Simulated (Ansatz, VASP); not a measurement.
**Two plane-wave programs on Ni**

```
CELL_PARAMETERS angstrom
2.59737 0.00000 0.00000
-1.29868 2.24939 0.00000
0.00000 0.00000 8.51005
ATOMIC_POSITIONS crystal
Ni 0.00000 0.00000 0.00000
Ni 0.00000 0.00000 0.50000
Ni 0.33333 0.66667 0.25000
Ni 0.66667 0.33333 0.75000
```

Alike in both runs: task single point; functional revPBE; k mesh 16 × 16 × 5; occupations fermi-dirac, width 0.1 eV; no spin polarisation.

|  | VASP | Ansatz |
| --- | --- | --- |
| version | VASP 6.6.1 | Ansatz 0.2.0 |
| potentials or method | VASP PAW PBE potentials, release 64 (Ni), cutoff 520 eV | plane waves (420 eV) with PAW, scalar-relativistic |
| valence electrons in the cell | 40 | 72 |

|  | VASP | Ansatz | Ansatz less VASP |
| --- | --- | --- | --- |
| pressure (GPa) | -15.4 | -15.9 | -0.46 |

VASP's potentials were made for PBE, not for revPBE. With one functional, cell and mesh, what is left measures potentials, basis and numerics. VASP's potentials hold 40 valence electrons a cell and Ansatz's 72, so a difference there can come from the potentials and not from the codes.
